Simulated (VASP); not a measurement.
# PbO2: single point with PBEsol

Crystal: PbO2.

```
CELL_PARAMETERS angstrom
0.00000 2.57000 2.57000
2.57000 0.00000 2.57000
2.57000 2.57000 0.00000
ATOMIC_POSITIONS crystal
Pb 0.00000 0.00000 0.00000
O 0.25000 0.25000 0.25000
O 0.75000 0.75000 0.75000
```

| Quantity | Value |
| --- | --- |
| Program | VASP 6.6.1 |
| Task | single point |
| Functional | PBEsol |
| Potentials or basis | VASP PAW PBE potentials, release 64 (Pb_d, O) |
| Cutoff | 600 eV |
| k mesh | 4 × 4 × 4 |
| Occupations | fermi-dirac, width 0.05 eV |
| Spin | no spin polarisation |
| Dipole correction | no |
| Further INCAR settings | ALGO = Normal; EDIFF = 1e-06; NBANDS = 20 |

```
Pressure               : 22.3 GPa
Band gap on the k mesh : zero (band 13 reaches 7.60 eV, above the bottom of band 14 at 6.02 eV)
```

Levels at points of the mesh, in eV from the Fermi level:
```
           k point  band 11  band 12  band 13  band 14  band 15  band 16
(0.00, 0.00, 0.00)    -1.68    -1.68    -1.68    -1.66     7.12     7.12
(0.50, 0.00, 0.00)    -3.59    -1.76    -1.76     3.45     7.40    10.47
(0.50, 0.50, 0.00)    -0.53    -0.28    -0.28     2.19     7.00     9.44
```

It took 4.9 s on 1 thread of AMD EPYC 9R45 96-Core Processor (Zen 5), with other jobs on the host, peak memory 0.14 GiB.

Caveat: the k points lie up to 0.53 Å⁻¹ apart; the PAW data sets were made with another functional, which shifts forces and pressure a little; spin-orbit coupling is left out, which moves the levels of the heavy elements.
